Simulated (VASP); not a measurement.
# Pd (Im-3m) in VASP: a series of runs

Pd is run at these levels: PBE; tasks: relaxation of cell and atoms.

All numbers are computed with VASP 6.6.1; they aren't measurements. Logs are shortened: lines on timing, memory, paths and dates and some standing lists are left out, and cuts for length are marked.

**1. The cell of the first run**

Symmetry: Im-3m, No. 229, cubic system. The conventional cell has a = 3.127 Å, b = 3.127 Å, c = 3.127 Å, α = 90.00°, β = 90.00°, γ = 90.00°. Pd (site symmetry m-3m) has 14 Pd at 2.71 to 3.13 Å within 3.6 Å.

**2. Relaxation of cell and atoms, PBE, target pressure 0.67 GPa, at which the enthalpy is minimised**

Input file INCAR:

```
SYSTEM = Pd
ALGO = Normal
EDIFF = 1E-6
EDIFFG = -0.005
ENCUT = 600
GGA = PE
IBRION = 2
ISIF = 3
ISMEAR = -1
LASPH = .True.
LCHARG = .False.
LREAL = .False.
LWAVE = .False.
NELM = 100
NSW = 60
PREC = Accurate
PSTRESS = 6.7
SIGMA = 0.08
```

Input file KPOINTS:

```
k-points
0
Gamma
  17 17 17
  0 0 0
```

Input file POSCAR:

```
Pd
1.0
   -1.5633871468      1.5633871468      1.5633871468
    1.5633871468     -1.5633871468      1.5633871468
    1.5633871468      1.5633871468     -1.5633871468
Pd
1
Direct
    0.0000000000      0.0000000000      0.0000000000
```

Potentials or basis: VASP PAW PBE potentials, release 64 (Pd).

Command:

```
cat potpaw_PBE.64/Pd/POTCAR > POTCAR
mpirun -np 1 vasp_std > vasp.out
```

OUTCAR:

```text
SYSTEM = Pd
   EDIFF = 1E-6
   EDIFFG = -0.005
   ENCUT = 600
   GGA = PE
   IBRION = 2
   ISIF = 3
   ISMEAR = -1
   LASPH = .True.
   LREAL = .False.
   NELM = 100
   NSW = 60
   PREC = Accurate
   PSTRESS = 6.7

 ion  position               nearest neighbor table
   1  0.000  0.000  0.000-

  LATTYP: Found a body centered cubic cell.
 ALAT       =     3.1267742936

  Lattice vectors:

 A1 = (  -1.5633871468,   1.5633871468,   1.5633871468)
 A2 = (   1.5633871468,  -1.5633871468,   1.5633871468)
 A3 = (   1.5633871468,   1.5633871468,  -1.5633871468)

Analysis of symmetry for initial positions (statically):
=====================================================================
 Subroutine PRICEL returns:
 Original cell was already a primitive cell.

 Routine SETGRP: Setting up the symmetry group for a
 body centered cubic supercell.

 Subroutine GETGRP returns: Found 48 space group operations
[... 9 lines left out ...]

 Routine SETGRP: Setting up the symmetry group for a
 body centered cubic supercell.

 Subroutine GETGRP returns: Found 48 space group operations
[... 11 lines left out ...]
                                     Primitive cell

  volume of cell :      15.2848

  direct lattice vectors                    reciprocal lattice vectors
    -1.563387147  1.563387147  1.563387147     0.000000000  0.319818415  0.319818415
     1.563387147 -1.563387147  1.563387147     0.319818415  0.000000000  0.319818415
     1.563387147  1.563387147 -1.563387147     0.319818415  0.319818415  0.000000000

  length of vectors
     2.707865970  2.707865970  2.707865970     0.452291541  0.452291541  0.452291541

  position of ions in fractional coordinates (direct lattice)
     0.000000000  0.000000000  0.000000000

  ion indices of the primitive-cell ions
   primitive index   ion index
                 1           1

----------------------------------------------------------------------------------------

 KPOINTS: k-points

Automatic generation of k-mesh.
 Grid dimensions read from file:
 generate k-points for:   17   17   17

 Generating k-lattice:

  Cartesian coordinates                     Fractional coordinates (reciprocal lattice)
     0.000000000  0.018812848  0.018812848     0.058823529  0.000000000  0.000000000
     0.018812848  0.000000000  0.018812848     0.000000000  0.058823529  0.000000000
     0.018812848  0.018812848  0.000000000     0.000000000  0.000000000  0.058823529

  Length of vectors
     0.026605385  0.026605385  0.026605385

  Shift w.r.t. Gamma in fractional coordinates (k-lattice)
     0.000000000  0.000000000  0.000000000

 Subroutine IBZKPT returns following result:
 ===========================================

 Found    165 irreducible k-points:

 Following reciprocal coordinates:
            Coordinates               Weight
  0.000000  0.000000  0.000000      1.000000
  0.058824  0.000000  0.000000     12.000000
  0.117647  0.000000  0.000000     12.000000
  0.176471  0.000000  0.000000     12.000000
  0.235294  0.000000  0.000000     12.000000
  0.294118  0.000000  0.000000     12.000000
[... 16 lines left out ...]
  0.411765  0.117647  0.000000     48.000000
  0.176471  0.176471  0.000000     24.000000
 [... further k-points ...]
   k-points           NKPTS =    165   k-points in BZ     NKDIM =    165   number of bands    NBANDS=      9
   number of dos      NEDOS =    301   number of ions     NIONS =      1
   total plane-waves  NPLWV =  13824
   dimension x,y,z NGX =    24 NGY =   24 NGZ =   24
   dimension x,y,z NGXF=    48 NGYF=   48 NGZF=   48
   ions per type =               1
   NGX,Y,Z   is equivalent  to a cutoff of  14.73, 14.73, 14.73 a.u.
   NGXF,Y,Z  is equivalent  to a cutoff of  29.47, 29.47, 29.47 a.u.
 SYSTEM =  Pd
   PREC   = accura    normal or accurate (medium, high low for compatibility)
   ISTART =      0    job   : 0-new  1-cont  2-samecut
   ICHARG =      2    charge: 1-file 2-atom 10-const
   ISPIN  =      1    spin polarized calculation?
   LNONCOLLINEAR =      F non collinear calculations
   LSORBIT =      F    spin-orbit coupling
   LASPH  =      T    aspherical Exc in radial PAW
   ENCUT  =  600.0 eV  44.10 Ry    6.64 a.u.   5.41  5.41  5.41*2*pi/ulx,y,z
   NELM   =    100;   NELMIN=  2; NELMDL= -5     # of ELM steps
   EDIFF  = 0.1E-05   stopping-criterion for ELM
   LREAL  =      F    real-space projection
   EDIFFG = -.5E-02   stopping-criterion for IOM
   NSW    =     60    number of steps for IOM
   IBRION =      2    ionic relax: 0-MD 1-quasi-New 2-CG
   NFREE  =      1    steps in history (QN), initial steepest desc. (CG)
   ISIF   =      3    stress and relaxation
   ISYM   =      2    0-nonsym 1-usesym 2-fastsym
   POTIM  = 0.5000    time-step for ionic-motion
   TEBEG  =    0.0;   TEEND  =   0.0 temperature during run
   PSTRESS=    6.7 pullay stress
   NELECT =      10.0000    total number of electrons
   NUPDOWN=      -1.0000    fix difference up-down
   EMIN   =  10.00;   EMAX   =-10.00  energy-range for DOS
   EFERMI =   0.00;   METHOD = LEGACY
   ISMEAR =    -1;   SIGMA  =   0.08  broadening in eV -4-tet -1-fermi 0-gaus
   EFERMI_NEDOS =   21; number of points for ismear=-14 and -15
   IALGO  =     38    algorithm
   IMIX   =      4    mixing-type and parameters
     AMIX     =   0.40;   BMIX     =  1.00
     AMIX_MAG =   1.60;   BMIX_MAG =  1.00
  volume/ion in A,a.u.               =      15.28       103.15
  Fermi-wavevector in a.u.,A,eV,Ry     =   1.421199  2.685677 27.481146  2.019807
  Thomas-Fermi vector in A             =   2.542034
   LORBIT       =      0    0 simple, 1 ext, 2 COOP (PROOUT), +10 PAW based schemes
   GGA     = PE    functional components
   LHFCALC =     F    Hartree Fock is set to
   AEXX    =    0.0000 exact exchange contribution
   IVDW    =     0    specifies the selected vdW correction
   LEPSILON=     F    determine dielectric tensor
   LRPA    =     F    only Hartree local field effects (RPA)
 conjugate gradient relaxation of ions
 non-spin polarized calculation
  energy-cutoff  :      600.00
  volume of cell :       15.28
 maximum number of plane-waves:       531
 NGX is ok and might be reduce to    24
   NGX = 11   NGY = 11   NGZ = 11

--------------------------------------- Ionic step        1  -------------------------------------------

 number of electron      10.0000003 magnetization

 Free energy of the ion-electron system (eV)
  ---------------------------------------------------
  ext. energy  EPLUGINS =         0.00000000
  ---------------------------------------------------
  free energy    TOTEN  =        -5.18523886 eV

  energy without entropy =       -5.15666474  energy(sigma->0) =       -5.17095180

------------------------ aborting loop because EDIFF is reached ----------------------------------------

  FORCE on cell =-STRESS in cart. coord.  units (eV):
  Direction    XX          YY          ZZ          XY          YZ          ZX
  --------------------------------------------------------------------------------------
  -------------------------------------------------------------------------------------
  Total        0.1503190      0.1503190      0.1503190      0.0000000      0.0000000      0.0000000
  in kB       15.7566871     15.7566871     15.7566871      0.0000000      0.0000000      0.0000000
  external PRESSURE =       9.0566871 kB  Pullay stress =       6.7000000 kB

 VOLUME and BASIS-vectors are now :
 -----------------------------------------------------------------------------
  energy-cutoff  :      600.00
  volume of cell :       15.28
      direct lattice vectors                 reciprocal lattice vectors
    -1.563387147  1.563387147  1.563387147     0.000000000  0.319818415  0.319818415
     1.563387147 -1.563387147  1.563387147     0.319818415  0.000000000  0.319818415
     1.563387147  1.563387147 -1.563387147     0.319818415  0.319818415  0.000000000
[... 44 lines left out ...]
  FREE ENERGIE OF THE ION-ELECTRON SYSTEM (eV)
  ---------------------------------------------------
  free  energy   TOTEN  =        -5.1858517028 eV

  energy  without entropy=       -5.1566689506  energy(sigma->0) =       -5.17126033

  enthalpy is  TOTEN    =        -5.1211309995 eV   P V=        0.0647207033

--------------------------------------- Ionic step        3  -------------------------------------------

 number of electron      10.0000003 magnetization

 Free energy of the ion-electron system (eV)
  ---------------------------------------------------
  ext. energy  EPLUGINS =         0.00000000
  ---------------------------------------------------
  free energy    TOTEN  =        -5.18580021 eV

  energy without entropy =       -5.15697052  energy(sigma->0) =       -5.17138537

 E-fermi :   9.0940     XC(G=0): -12.9263

 val. band max:        9.0736902278   @ k =  -0.4118   0.4118   0.2941
 cond. band min:       9.1032470796   @ k =   0.4118   0.0588  -0.0000
 fundamental gap:      0.0295568519
 Fermi energy:         9.0940186240

 k-point     1 :       0.0000    0.0000    0.0000
  band No.  band energies     occupation
      1       2.2891      2.00000
      2       6.3293      2.00000
      3       6.3293      2.00000
      4       6.3293      2.00000
      5       8.2041      1.99997
      6       8.2041      1.99997
      7      28.4092      0.00000
      8      28.4092      0.00000
      9      28.4092      0.00000

 k-point     2 :       0.0588    0.0000    0.0000
  band No.  band energies     occupation
      1       2.4178      2.00000
      2       6.2868      2.00000
      3       6.3314      2.00000
      4       6.4188      2.00000
      5       8.1540      1.99998
      6       8.2072      1.99997
      7      28.3165      0.00000
      8      28.4264      0.00000
      9      28.5593      0.00000
[... 253 lines left out ...]
 k-point    24 :       0.1765    0.1765    0.0000
  band No.  band energies     occupation
      1       4.6661      2.00000
      2       5.8271      2.00000
      3       6.0227      2.00000
      4       7.7690      2.00000
      5       8.3997      1.99966
      6       9.0622      1.19640
      7      23.9161      0.00000
      8      24.1596      0.00000
      9      28.2631      0.00000

 [... further k-points ...]
[... 5 lines left out ...]
  --------------------------------------------------------------------------------------
  -------------------------------------------------------------------------------------
  Total        0.0628189      0.0628189      0.0628189     -0.0000000     -0.0000000      0.0000000
  in kB        6.5502500      6.5502500      6.5502500     -0.0000000     -0.0000000      0.0000000
  external PRESSURE =      -0.1497500 kB  Pullay stress =       6.7000000 kB

 VOLUME and BASIS-vectors are now :
 -----------------------------------------------------------------------------
  energy-cutoff  :      600.00
  volume of cell :       15.37
      direct lattice vectors                 reciprocal lattice vectors
    -1.566129415  1.566129415  1.566129415     0.000000000  0.319258418  0.319258418
     1.566129415 -1.566129415  1.566129415     0.319258418  0.000000000  0.319258418
     1.566129415  1.566129415 -1.566129415     0.319258418  0.319258418  0.000000000

 POSITION                                       TOTAL-FORCE (eV/Angst)
 -----------------------------------------------------------------------------------
      0.00000     -0.00000      0.00000         0.000000      0.000000     -0.000000
 -----------------------------------------------------------------------------------
    total drift:                               -0.000000      0.000000      0.000000

  FREE ENERGIE OF THE ION-ELECTRON SYSTEM (eV)
  ---------------------------------------------------
  free  energy   TOTEN  =        -5.1858002095 eV

  energy  without entropy=       -5.1569705249  energy(sigma->0) =       -5.17138537

  enthalpy is  TOTEN    =        -5.1215451764 eV   P V=        0.0642550331

 reached required accuracy - stopping structural energy minimisation
```

Run time: 23 s. Hardware: 1 thread of Intel Xeon 6975P-C (Granite Rapids), shared host; peak memory 0.16 GiB.

Results:

| Quantity | Value |
| --- | --- |
| Free energy | -5.1858 eV |
| Relaxed volume | 15.37 Å³/atom |
| Relaxed cell | a = 2.713 Å, b = 2.713 Å, c = 2.713 Å, α = 109.47°, β = 109.47°, γ = 109.47° |
| Space group after relaxing (to 0.05 Å) | Im-3m (No. 229) |
| Energy change on relaxing (the enthalpy is what falls) | -0.6 meV/atom |
| Ionic steps | 3 |
| Pressure after relaxing | 0.7 GPa |
| Band gap on the k mesh | zero (band 5 reaches 9.63 eV, above the bottom of band 6 at 8.11 eV) |

Step by step:
```tsv
step	energy change (eV)	largest force (eV/Å)	pressure (GPa)	volume (Å³)
1	0.0000	0.0000	1.58	15.28
2	-0.0006	0.0000	-0.51	15.48
3	-0.0006	0.0000	0.66	15.37
```

Final structure:
```
CELL_PARAMETERS angstrom
-1.56613 1.56613 1.56613
1.56613 -1.56613 1.56613
1.56613 1.56613 -1.56613
ATOMIC_POSITIONS crystal
Pd 0.00000 0.00000 0.00000
```

Caveat: the cell is relaxed towards a set pressure, so the enthalpy falls and the energy may rise.

**3. Relaxation of cell and atoms, PBE, target pressure 0.67 GPa, at which the enthalpy is minimised**

This run uses another cell than the first one, of 15.40 Å³/atom, 1.008 times its volume.

Input file INCAR:

```
SYSTEM = Pd
ALGO = Normal ; EDIFF = 1E-6
EDIFFG = -0.005 ; ENCUT = 600
GGA = PE ; IBRION = 2
ISIF = 3 ; ISMEAR = -1
LASPH = .TRUE. ; LCHARG = .FALSE.
LREAL = .FALSE. ; LWAVE = .FALSE.
NELM = 60 ; NSW = 32
PREC = Accurate ; PSTRESS = 6.7
SIGMA = 0.08
```

Input file KPOINTS:

```
k-points
0
G
  17 17 17
  0 0 0
```

Input file POSCAR:

```
Pd
1.0
   -1.5673432371      1.5673432371      1.5673432371
    1.5673432371     -1.5673432371      1.5673432371
    1.5673432371      1.5673432371     -1.5673432371
Pd
1
Direct
    0.0000000000      0.0000000000      0.0000000000
```

Potentials or basis: VASP PAW PBE potentials, release 64 (Pd).

Command:

```
cat potpaw_PBE.64/Pd/POTCAR > POTCAR
mpirun -np 1 vasp_std > vasp.out
```

OUTCAR:

```text
SYSTEM = Pd
   EDIFF = 1E-6
   EDIFFG = -0.005
   ENCUT = 600
   GGA = PE
   IBRION = 2
   ISIF = 3
   ISMEAR = -1
   LASPH = .TRUE.
   LREAL = .FALSE.
   NELM = 60
   NSW = 32
   PREC = Accurate
   PSTRESS = 6.7

 ion  position               nearest neighbor table
   1  0.000  0.000  0.000-

  LATTYP: Found a body centered cubic cell.
 ALAT       =     3.1346864742

  Lattice vectors:

 A1 = (  -1.5673432371,   1.5673432371,   1.5673432371)
 A2 = (   1.5673432371,  -1.5673432371,   1.5673432371)
 A3 = (   1.5673432371,   1.5673432371,  -1.5673432371)

Analysis of symmetry for initial positions (statically):
=====================================================================
 Subroutine PRICEL returns:
 Original cell was already a primitive cell.

 Routine SETGRP: Setting up the symmetry group for a
 body centered cubic supercell.

 Subroutine GETGRP returns: Found 48 space group operations
[... 9 lines left out ...]

 Routine SETGRP: Setting up the symmetry group for a
 body centered cubic supercell.

 Subroutine GETGRP returns: Found 48 space group operations
[... 11 lines left out ...]
                                     Primitive cell

[... 142 lines left out ...]
  Direction    XX          YY          ZZ          XY          YZ          ZX
  --------------------------------------------------------------------------------------
  -------------------------------------------------------------------------------------
  Total        0.0286780      0.0286780      0.0286780     -0.0000000      0.0000000     -0.0000000
  in kB        2.9833720      2.9833720      2.9833720     -0.0000000      0.0000000     -0.0000000
  external PRESSURE =      -3.7166280 kB  Pullay stress =       6.7000000 kB
[... 61 lines left out ...]
--------------------------------------- Ionic step        3  -------------------------------------------

 number of electron      10.0000003 magnetization

 Free energy of the ion-electron system (eV)
  ---------------------------------------------------
  ext. energy  EPLUGINS =         0.00000000
  ---------------------------------------------------
  free energy    TOTEN  =        -5.18589001 eV

  energy without entropy =       -5.15705793  energy(sigma->0) =       -5.17147397

 E-fermi :   9.0934     XC(G=0): -12.9257

 val. band max:        9.0730186471   @ k =  -0.4118   0.4118   0.2941
 cond. band min:       9.1026032373   @ k =   0.4118   0.0588  -0.0000
 fundamental gap:      0.0295845902
 Fermi energy:         9.0933557898

 k-point     1 :       0.0000    0.0000    0.0000
  band No.  band energies     occupation
      1       2.2889      2.00000
      2       6.3289      2.00000
      3       6.3289      2.00000
      4       6.3289      2.00000
      5       8.2035      1.99997
      6       8.2035      1.99997
      7      28.4082      0.00000
      8      28.4082      0.00000
      9      28.4082      0.00000
[... 265 lines left out ...]
 k-point    24 :       0.1765    0.1765    0.0000
  band No.  band energies     occupation
      1       4.6658      2.00000
      2       5.8267      2.00000
      3       6.0223      2.00000
      4       7.7684      2.00000
      5       8.3990      1.99966
      6       9.0615      1.19629
      7      23.9149      0.00000
      8      24.1584      0.00000
      9      28.2620      0.00000

 [... further k-points ...]
[... 5 lines left out ...]
  --------------------------------------------------------------------------------------
  -------------------------------------------------------------------------------------
  Total        0.0656858      0.0656858      0.0656858     -0.0000000     -0.0000000      0.0000000
  in kB        6.8488207      6.8488207      6.8488207     -0.0000000     -0.0000000      0.0000000
  external PRESSURE =       0.1488207 kB  Pullay stress =       6.7000000 kB
[... 20 lines left out ...]
  energy  without entropy=       -5.1570579331  energy(sigma->0) =       -5.17147397

  enthalpy is  TOTEN    =        -5.1216314781 eV   P V=        0.0642585296

 reached required accuracy - stopping structural energy minimisation
```

OSZICAR:

```text
N       E                     dE             d eps       ncg     rms          rms(c)
DAV:   1     0.428527429888E+02    0.42853E+02   -0.57349E+03  2978   0.117E+03
DAV:   2    -0.500322475992E+01   -0.47856E+02   -0.46370E+02  3127   0.204E+02
[... 16 lines left out ...]
   2 F= -.51215646E+01 E0= -.51072193E+01  d E =0.248930E-04
       N       E                     dE             d eps       ncg     rms          rms(c)
DAV:   1    -0.518698247271E+01   -0.13457E-02   -0.21491E-02  2997   0.165E+00    0.220E-01
DAV:   2    -0.518589843300E+01    0.10840E-02   -0.56808E-03  3000   0.686E-01    0.557E-02
DAV:   3    -0.518589225436E+01    0.61786E-05   -0.21356E-05  3254   0.387E-02    0.339E-02
DAV:   4    -0.518588988362E+01    0.23707E-05   -0.11128E-05  3175   0.284E-02    0.199E-03
DAV:   5    -0.518589000770E+01   -0.12409E-06   -0.70693E-08  1643   0.253E-03
   3 F= -.51216315E+01 E0= -.51072154E+01  d E =-.419568E-04
```

Wall time 21 s (1 thread of Intel Xeon 6975P-C (Granite Rapids), shared host); peak memory 0.16 GiB.

Results:

- Free energy: -5.1859 eV
- Relaxed volume: 15.37 Å³/atom
- Relaxed cell: a = 2.713 Å, b = 2.713 Å, c = 2.713 Å, α = 109.47°, β = 109.47°, γ = 109.47°
- Space group after relaxing (to 0.05 Å): Im-3m (No. 229)
- Energy change on relaxing (the enthalpy is what falls): +0.1 meV/atom
- Ionic steps: 3
- Pressure after relaxing: 0.7 GPa
- Band gap on the k mesh: zero (band 5 reaches 9.63 eV, above the bottom of band 6 at 8.11 eV)

Step by step:
```tsv
step	energy change (eV)	largest force (eV/Å)	pressure (GPa)	volume (Å³)
1	0.0000	0.0000	0.30	15.40
2	0.0004	0.0000	1.15	15.32
3	0.0001	0.0000	0.68	15.37
```

Final structure:
```
Pd
1.0
    -1.56616    1.56616    1.56616
     1.56616   -1.56616    1.56616
     1.56616    1.56616   -1.56616
Pd
1
Cartesian
  0.0000 0.0000 0.0000
```

Caveat: the cell is relaxed towards a set pressure, so the enthalpy falls and the energy may rise.
